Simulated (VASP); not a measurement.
# AlN (Cm) in VASP: a series of runs, part 2 of 2

VASP 6.6.1. Earlier steps stand in the parts before.

## Step 3: Single point, PBE (mode 4 frozen in at -0.308 Å and mode 10 at -0.026 Å (largest displacements))

INCAR

```
ALGO     = Normal         # electronic algorithm
EDIFF    = 1E-6           # SCF threshold, eV
ENCUT    = 520            # plane-wave cutoff, eV
GGA      = PE             # functional
ISIF     = 2              # what is computed and relaxed
ISMEAR   = 0              # smearing method
LASPH    = True           # aspherical terms in the spheres
LCHARG   = False          # write CHGCAR
LREAL    = False          # projectors in reciprocal space
LWAVE    = False          # write WAVECAR
NBANDS   = 16             # bands
NELM     = 100            # most SCF steps
PREC     = Accurate       # precision mode
SIGMA    = 0.05           # smearing width, eV
```

KPOINTS

```
k-points
0
Gamma
  9 9 6
```

POSCAR

```
AlN
1.0
    3.3134793407      0.0000000000      0.0000000000
   -1.6567396703      2.8695572839      0.0000000000
    0.0000000000      0.0000000000      4.1875902417
Al N
2 2
Direct
    0.3357213505      0.6714427011      0.7881825525
    0.6690546839      0.3381093678      0.2881825525
    0.3287333206      0.6574666412      0.1764493462
    0.6620666539      0.3241333079      0.6764493462
```

Potentials or basis: VASP PAW PBE potentials, release 64 (Al, N).

The run is started by

```bash
$ cat potpaw_PBE.64/Al/POTCAR potpaw_PBE.64/N/POTCAR > POTCAR
$ mpirun -np 1 vasp_std > vasp.out
```

OUTCAR:

```text
EDIFF = 1E-6
   ENCUT = 520
   GGA = PE
   ISIF = 2
   ISMEAR = 0
   LASPH = True
   LREAL = False
   NELM = 100
   PREC = Accurate

 ion  position               nearest neighbor table
   1  0.336  0.671  0.788-   3 1.63   4 1.93   4 1.99   4 1.99   3 2.56   2 2.84   2 2.84   2 2.84
                             2 2.84   2 2.84   2 2.84
   2  0.669  0.338  0.288-   4 1.63   3 1.95   3 1.95   3 2.01   4 2.56   1 2.84   1 2.84   1 2.84
                             1 2.84   1 2.84   1 2.84
   3  0.329  0.657  0.176-   1 1.63   2 1.95   2 1.95   2 2.01   1 2.56
   4  0.662  0.324  0.676-   2 1.63   1 1.93   1 1.99   1 1.99   2 2.56

  LATTYP: Found a hexagonal cell.
 ALAT       =     3.3134793407
 C/A-ratio  =     1.2638045423

  Lattice vectors:

 A1 = (   3.3134793407,   0.0000000000,   0.0000000000)
 A2 = (  -1.6567396703,   2.8695572839,   0.0000000000)
 A3 = (   0.0000000000,   0.0000000000,   4.1875902417)

Analysis of symmetry for initial positions (statically):
=====================================================================
 Subroutine PRICEL returns:
 Original cell was already a primitive cell.

 Routine SETGRP: Setting up the symmetry group for a
 hexagonal supercell.

 Subroutine GETGRP returns: Found  2 space group operations
 (whereof  2 operations were pure point group operations)
 out of a pool of 24 trial point group operations.

The static configuration has the point symmetry C_1h.

Analysis of symmetry for dynamics (positions and initial velocities):
=====================================================================
 Subroutine PRICEL returns:
 Original cell was already a primitive cell.

 Routine SETGRP: Setting up the symmetry group for a
 hexagonal supercell.

 Subroutine GETGRP returns: Found  2 space group operations
 (whereof  2 operations were pure point group operations)
 out of a pool of 24 trial point group operations.
[... 119 lines left out ...]
   EFERMI =   0.00;   METHOD = LEGACY
   ISMEAR =     0;   SIGMA  =   0.05  broadening in eV -4-tet -1-fermi 0-gaus
   EFERMI_NEDOS =   21; number of points for ismear=-14 and -15
   IALGO  =     38    algorithm
   IMIX   =      4    mixing-type and parameters
     AMIX     =   0.40;   BMIX     =  1.00
     AMIX_MAG =   1.60;   BMIX_MAG =  1.00
  volume/ion in A,a.u.               =       9.95        67.17
  Fermi-wavevector in a.u.,A,eV,Ry     =   1.208074  2.282930 19.856940  1.459444
  Thomas-Fermi vector in A             =   2.343693
   LORBIT       =      0    0 simple, 1 ext, 2 COOP (PROOUT), +10 PAW based schemes
   GGA     = PE    functional components
   LHFCALC =     F    Hartree Fock is set to
   AEXX    =    0.0000 exact exchange contribution
   IVDW    =     0    specifies the selected vdW correction
   LEPSILON=     F    determine dielectric tensor
   LRPA    =     F    only Hartree local field effects (RPA)
 non-spin polarized calculation
 Gauss-broadening in eV      SIGMA  =   0.05
  energy-cutoff  :      520.00
  volume of cell :       39.82
 maximum number of plane-waves:      1090
 NGX is ok and might be reduce to    28
   NGX = 13   NGY = 13   NGZ = 15

 number of electron      16.0000000 magnetization

 Free energy of the ion-electron system (eV)
  ---------------------------------------------------
  ext. energy  EPLUGINS =         0.00000000
  ---------------------------------------------------
  free energy    TOTEN  =       -27.70121278 eV

  energy without entropy =      -27.70121278  energy(sigma->0) =      -27.70121278

 E-fermi :   7.2456     XC(G=0): -11.0841

 val. band max:        6.9581736028   @ k =   0.0000   0.0000   0.0000
 cond. band min:      10.9787936869   @ k =   0.0000   0.0000   0.0000
 fundamental gap:      4.0206200841
 Fermi energy:         7.2456237452

 k-point     1 :       0.0000    0.0000    0.0000
  band No.  band energies     occupation
      1      -8.9588      2.00000
      2      -5.6082      2.00000
      3       1.2801      2.00000
      4       4.7014      2.00000
      5       4.7038      2.00000
      6       6.2498      2.00000
[... 433 lines left out ...]
      3       1.3763      2.00000
      4       2.7321      2.00000
      5       3.4417      2.00000
      6       3.7356      2.00000
[... 8 lines left out ...]
     15      20.1271      0.00000
     16      20.6135      0.00000

 [... further k-points ...]
[... 5 lines left out ...]
  --------------------------------------------------------------------------------------
  -------------------------------------------------------------------------------------
  Total       -2.6334253     -2.5652574     24.6744002     -0.0000000     -0.6059347     -0.0000000
  in kB     -105.9664128   -103.2234066    992.8733218     -0.0000000    -24.3822111     -0.0000000
  external PRESSURE =     261.2278341 kB  Pullay stress =       0.0000000 kB

 VOLUME and BASIS-vectors are now :
 -----------------------------------------------------------------------------
  energy-cutoff  :      520.00
  volume of cell :       39.82
      direct lattice vectors                 reciprocal lattice vectors
     3.313479341  0.000000000  0.000000000     0.301797566  0.174242906  0.000000000
    -1.656739670  2.869557284  0.000000000     0.000000000  0.348485812  0.000000000
     0.000000000  0.000000000  4.187590242     0.000000000  0.000000000  0.238800824

 POSITION                                       TOTAL-FORCE (eV/Angst)
 -----------------------------------------------------------------------------------
     -0.00000      1.92674      3.30059        -0.000000     -0.278436     -6.487212
      1.65674      0.97022      1.20679        -0.000000     -0.227037     -6.488177
      0.00000      1.88664      0.73890         0.000000      0.225913      6.488318
      1.65674      0.93012      2.83269         0.000000      0.279560      6.487071
 -----------------------------------------------------------------------------------
    total drift:                                0.000000      0.000085      0.000535

  FREE ENERGIE OF THE ION-ELECTRON SYSTEM (eV)
  ---------------------------------------------------
  free  energy   TOTEN  =       -27.7012127815 eV

  energy  without entropy=      -27.7012127815  energy(sigma->0) =      -27.70121278
```

stdout:

```text
POSCAR found type information on POSCAR AlN
 POSCAR found :  2 types and       4 ions
 scaLAPACK will be used
 LDA part: xc-table for (Slater+PW92), standard interpolation
 POSCAR, INCAR and KPOINTS ok, starting setup
 FFT: planning ... GRIDC
 FFT: planning ... GRID_SOFT
 FFT: planning ... GRID
 WAVECAR not read
 entering main loop
```

It took 32 s on 1 thread of Intel Xeon 6975P-C (Granite Rapids), shared host; peak memory 0.2 GiB.

Results:

```yaml
Free_energy: -27.7012 eV
Pressure: 26.1 GPa
Largest_force: 6.493 eV/Å
Band_gap_on_the_k_mesh: 4.02 eV, direct
```

Forces in eV/Å, atoms in the order of the input:
```
Al   0.000 -0.278 -6.487
Al   0.000 -0.227 -6.488
N    0.000  0.226  6.488
N    0.000  0.280  6.487
```

Stress tensor (GPa, compression positive):
```
-10.60   0.00   0.00
  0.00 -10.32  -2.44
  0.00  -2.44  99.29
```

Levels at points of the mesh, in eV from the valence-band top:
| k point | band 5 | band 6 | band 7 | band 8 | band 9 | band 10 | band 11 | band 12 |
| --- | --- | --- | --- | --- | --- | --- | --- | --- |
| (0.00, 0.00, 0.00) | -2.25 | -0.71 | -0.70 | 0.00 | 4.02 | 4.96 | 9.22 | 9.22 |
| (0.00, 0.00, 0.50) | -1.59 | -1.59 | -1.43 | -1.42 | 5.88 | 5.88 | 9.35 | 9.36 |

Caveat: the cell differs from its parent crystal (mode 4 frozen in at -0.308 Å and mode 10 at -0.026 Å (largest displacements)); forces of over 1 eV/Å act on the atoms, so gaps and moduli don't describe the material at rest. A k mesh can miss the band edges.

## Step 4: Single point, PBE (mode 4 frozen in at -0.308 Å and mode 10 at -0.053 Å (largest displacements))

INCAR

```
SYSTEM = AlN
PREC = Accurate
ENCUT = 520
EDIFF = 1E-6
ISMEAR = 0
SIGMA = 0.05
LREAL = .False.
LASPH = .True.
NELM = 60
ALGO = Normal
ISIF = 2
LWAVE = .False.
LCHARG = .False.
GGA = PE
NBANDS = 16
```

KPOINTS

```
Automatic mesh
0
Gamma
  9 9 6
  0 0 0
```

POSCAR

```
AlN
1.0
    3.3134793407      0.0000000000      0.0000000000
   -1.6567396703      2.8695572839      0.0000000000
    0.0000000000      0.0000000000      4.1875902417
Al N
2 2
Direct
    0.3381093678      0.6762187355      0.7881825525
    0.6714427011      0.3428854022      0.2881825525
    0.3241333079      0.6482666158      0.1764493462
    0.6574666412      0.3149332825      0.6764493462
```

The run is started by

```bash
$ cat potpaw_PBE.64/Al/POTCAR potpaw_PBE.64/N/POTCAR > POTCAR
$ mpirun -np 1 vasp_std > vasp.out
```

Run time: 32 s. Hardware: 1 thread of Intel Xeon 6975P-C (Granite Rapids), shared host; peak memory 0.21 GiB.

The run converged. Its results:

* Free energy: -27.6704 eV
* Pressure: 26.5 GPa
* Largest force: 6.406 eV/Å
* Band gap on the k mesh: 4.00 eV, direct

Forces in eV/Å, atoms in the order of the input:
```
Al   0.000 -0.622 -6.376
Al   0.000 -0.414 -6.384
N    0.000  0.410  6.385
N    0.000  0.626  6.375
```

Stress tensor (GPa, compression positive):
```
-10.12   0.00   0.00
  0.00  -9.01  -4.87
  0.00  -4.87  98.50
```

Levels at points of the mesh, in eV from the valence-band top:
```tsv
k point	band 6	band 7	band 8	band 9	band 10	band 11
(0.00, 0.00, 0.00)	-0.72	-0.70	0.00	4.00	4.94	9.21
(0.00, 0.00, 0.50)	-1.67	-1.36	-1.34	5.86	5.86	9.26
```

Caveat: the cell differs from its parent crystal (mode 4 frozen in at -0.308 Å and mode 10 at -0.053 Å (largest displacements)); forces of over 1 eV/Å act on the atoms, so gaps and moduli don't describe the material at rest. A k mesh can miss the band edges.

## Step 5: Single point, PBE (mode 4 frozen in at -0.246 Å and mode 10 at -0.013 Å (largest displacements))

Edit INCAR of step 4 so:

```diff
@@ -8,3 +8,3 @@
 LASPH = .True.
-NELM = 60
+NELM = 100
 ALGO = Normal
```

KPOINTS

```
regular mesh
0
Gamma
  9 9 6
  0 0 0
```

POSCAR

```
AlN
1.0
    3.3134793407      0.0000000000      0.0000000000
   -1.6567396703      2.8695572839      0.0000000000
    0.0000000000      0.0000000000      4.1875902417
Al N
2 2
Direct
    0.3345273419      0.6690546839      0.7805460420
    0.6678606753      0.3357213505      0.2805460420
    0.3310333270      0.6620666539      0.1911594770
    0.6643666603      0.3287333206      0.6911594770
```

Potentials or basis: VASP PAW PBE potentials, release 64 (Al, N).

The run is started by

```bash
$ cat potpaw_PBE.64/Al/POTCAR potpaw_PBE.64/N/POTCAR > POTCAR
$ mpirun -np 1 vasp_std > vasp.out
```

OUTCAR:

```text
SYSTEM = AlN
   PREC = Accurate
   ENCUT = 520
   EDIFF = 1E-6
   ISMEAR = 0
   LREAL = .False.
   LASPH = .True.
   NELM = 100
   ISIF = 2
   GGA = PE

 ion  position               nearest neighbor table
   1  0.335  0.669  0.781-   3 1.72   4 1.93   4 1.96   4 1.96   3 2.47   2 2.84   2 2.84   2 2.84
                             2 2.84   2 2.84   2 2.84
   2  0.668  0.336  0.281-   4 1.72   3 1.94   3 1.94   3 1.97   4 2.47   1 2.84   1 2.84   1 2.84
                             1 2.84   1 2.84   1 2.84
   3  0.331  0.662  0.191-   1 1.72   2 1.94   2 1.94   2 1.97   1 2.47
   4  0.664  0.329  0.691-   2 1.72   1 1.93   1 1.96   1 1.96   2 2.47

  LATTYP: Found a hexagonal cell.
 ALAT       =     3.3134793407
 C/A-ratio  =     1.2638045423

  Lattice vectors:

 A1 = (   3.3134793407,   0.0000000000,   0.0000000000)
 A2 = (  -1.6567396703,   2.8695572839,   0.0000000000)
 A3 = (   0.0000000000,   0.0000000000,   4.1875902417)

Analysis of symmetry for initial positions (statically):
=====================================================================
 Subroutine PRICEL returns:
 Original cell was already a primitive cell.

 Routine SETGRP: Setting up the symmetry group for a
 hexagonal supercell.

 Subroutine GETGRP returns: Found  2 space group operations
 (whereof  2 operations were pure point group operations)
 out of a pool of 24 trial point group operations.

The static configuration has the point symmetry C_1h.

Analysis of symmetry for dynamics (positions and initial velocities):
=====================================================================
 Subroutine PRICEL returns:
 Original cell was already a primitive cell.

 Routine SETGRP: Setting up the symmetry group for a
 hexagonal supercell.

 Subroutine GETGRP returns: Found  2 space group operations
 (whereof  2 operations were pure point group operations)
 out of a pool of 24 trial point group operations.

[... 120 lines left out ...]
   EFERMI_NEDOS =   21; number of points for ismear=-14 and -15
   IALGO  =     38    algorithm
   IMIX   =      4    mixing-type and parameters
     AMIX     =   0.40;   BMIX     =  1.00
     AMIX_MAG =   1.60;   BMIX_MAG =  1.00
  volume/ion in A,a.u.               =       9.95        67.17
  Fermi-wavevector in a.u.,A,eV,Ry     =   1.208074  2.282930 19.856940  1.459444
  Thomas-Fermi vector in A             =   2.343693
   LORBIT       =      0    0 simple, 1 ext, 2 COOP (PROOUT), +10 PAW based schemes
   GGA     = PE    functional components
   LHFCALC =     F    Hartree Fock is set to
   AEXX    =    0.0000 exact exchange contribution
   IVDW    =     0    specifies the selected vdW correction
   LEPSILON=     F    determine dielectric tensor
   LRPA    =     F    only Hartree local field effects (RPA)
 non-spin polarized calculation
 Gauss-broadening in eV      SIGMA  =   0.05
  energy-cutoff  :      520.00
  volume of cell :       39.82
 maximum number of plane-waves:      1090
 NGX is ok and might be reduce to    28
   NGX = 13   NGY = 13   NGZ = 15

 number of electron      16.0000000 magnetization

 Free energy of the ion-electron system (eV)
  ---------------------------------------------------
  ext. energy  EPLUGINS =         0.00000000
  ---------------------------------------------------
  free energy    TOTEN  =       -28.60709976 eV

  energy without entropy =      -28.60709976  energy(sigma->0) =      -28.60709976

 E-fermi :   7.4897     XC(G=0): -11.1104

 val. band max:        7.2526790248   @ k =   0.0000   0.0000   0.0000
 cond. band min:      11.0538395127   @ k =   0.0000   0.0000   0.0000
 fundamental gap:      3.8011604878
 Fermi energy:         7.4896782506

 k-point     1 :       0.0000    0.0000    0.0000
  band No.  band energies     occupation
      1      -8.9178      2.00000
      2      -5.4762      2.00000
      3       1.1996      2.00000
      4       4.7060      2.00000
      5       4.7067      2.00000
      6       6.2987      2.00000
[... 433 lines left out ...]
      3       1.4058      2.00000
      4       2.8209      2.00000
      5       3.5659      2.00000
      6       3.6658      2.00000
[... 8 lines left out ...]
     15      20.3401      0.00000
     16      20.5963      0.00000

 [... further k-points ...]
[... 5 lines left out ...]
  --------------------------------------------------------------------------------------
  -------------------------------------------------------------------------------------
  Total       -1.8588359     -1.8414218     14.6445463     -0.0000000     -0.1863558     -0.0000000
  in kB      -74.7977060    -74.0969829    589.2819759     -0.0000000     -7.4987708     -0.0000000
  external PRESSURE =     146.7957623 kB  Pullay stress =       0.0000000 kB

 VOLUME and BASIS-vectors are now :
 -----------------------------------------------------------------------------
  energy-cutoff  :      520.00
  volume of cell :       39.82
      direct lattice vectors                 reciprocal lattice vectors
     3.313479341  0.000000000  0.000000000     0.301797566  0.174242906  0.000000000
    -1.656739670  2.869557284  0.000000000     0.000000000  0.348485812  0.000000000
     0.000000000  0.000000000  4.187590242     0.000000000  0.000000000  0.238800824

 POSITION                                       TOTAL-FORCE (eV/Angst)
 -----------------------------------------------------------------------------------
     -0.00000      1.91989      3.26861        -0.000000     -0.203381     -3.355358
      1.65674      0.96337      1.17481        -0.000000     -0.188415     -3.355471
      0.00000      1.89984      0.80050         0.000000      0.187976      3.355486
      1.65674      0.94332      2.89429         0.000000      0.203820      3.355343
 -----------------------------------------------------------------------------------
    total drift:                                0.000000      0.000113      0.000607

  FREE ENERGIE OF THE ION-ELECTRON SYSTEM (eV)
  ---------------------------------------------------
  free  energy   TOTEN  =       -28.6070997594 eV

  energy  without entropy=      -28.6070997594  energy(sigma->0) =      -28.60709976
```

stdout:

```text
POSCAR found type information on POSCAR AlN
 POSCAR found :  2 types and       4 ions
 scaLAPACK will be used
 LDA part: xc-table for (Slater+PW92), standard interpolation
 POSCAR, INCAR and KPOINTS ok, starting setup
 FFT: planning ... GRIDC
 FFT: planning ... GRID_SOFT
 FFT: planning ... GRID
 WAVECAR not read
 entering main loop
```

Wall time 37 s (1 thread of Intel Xeon 6975P-C (Granite Rapids), shared host); peak memory 0.2 GiB.

What came out:

```yaml
Free_energy: -28.6071 eV
Pressure: 14.7 GPa
Largest_force: 3.362 eV/Å
Band_gap_on_the_k_mesh: 3.80 eV, direct
```

Forces on the atoms (eV/Å):
```
Al   0.000 -0.203 -3.355
Al   0.000 -0.188 -3.355
N    0.000  0.188  3.355
N    0.000  0.204  3.355
```

Stress tensor (GPa, compression positive):
```
-7.48  0.00  0.00
 0.00 -7.41 -0.75
 0.00 -0.75 58.93
```

Caveat: the cell differs from its parent crystal (mode 4 frozen in at -0.246 Å and mode 10 at -0.013 Å (largest displacements)); forces of over 1 eV/Å act on the atoms, so gaps and moduli don't describe the material at rest. A k mesh can miss the band edges.
